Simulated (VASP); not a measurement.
Runs of VASP 6.6.1 on GaN. The structure is that of space group F-43m (No. 216), or close to it. The cells are those of the table. 

```csv
task,cell,cutoff (eV),gap on the mesh (eV),pressure (GPa)
relaxation of cell and atoms,"relaxed to 15 GPa from a = 3.180 Å, angles 60.0, 60.0, 90.0°, 2 atoms",600,(b),15.0
single point,"a = 3.160 Å, angles 60.0, 60.0, 90.0°, 2 atoms",520,(c),5.2
relaxation of cell and atoms,"relaxed to 2 GPa from a = 3.180 Å, angles 60.0, 60.0, 90.0°, 2 atoms",600,2.19,2.0
single point,"a = 3.191 Å, angles 60.0, 60.0, 90.0°, 2 atoms",520,2.09,(d)
single point,"a = 3.146 Å, angles 60.0, 60.0, 90.0°, 2 atoms",520,2.38,8.2
single point,"a = 3.111 Å, angles 60.0, 60.0, 90.0°, 2 atoms",520,(a),16.3
single point,"a = 3.132 Å, angles 60.0, 60.0, 90.0°, 2 atoms",520,2.47,11.2
relaxation of cell and atoms,"relaxed to 4 GPa from a = 3.180 Å, angles 60.0, 60.0, 90.0°, 2 atoms",600,2.25,4.0
single point,"a = 3.170 Å, angles 60.0, 60.0, 90.0°, 2 atoms",520,2.23,3.2
```

Alike in all rows: level r2SCAN; potentials or basis VASP PAW PBE potentials, release 64 (Ga_d, N); no spin polarisation; k mesh 10 × 10 × 10; smearing gaussian 0.01 eV.

Estimate the missing entries.

(a) 2.60; (b) 2.57; (c) 2.29; (d) -0.9.

Caveats: the PAW data sets were made with another functional, which shifts forces and pressure a little; the cell stands under pressure (at least some runs); the cell is relaxed towards a set pressure, so the run minimises the enthalpy, not the energy (at least some runs).

A k mesh can miss the band edges, and the runs leave out spin-orbit coupling on Ga.
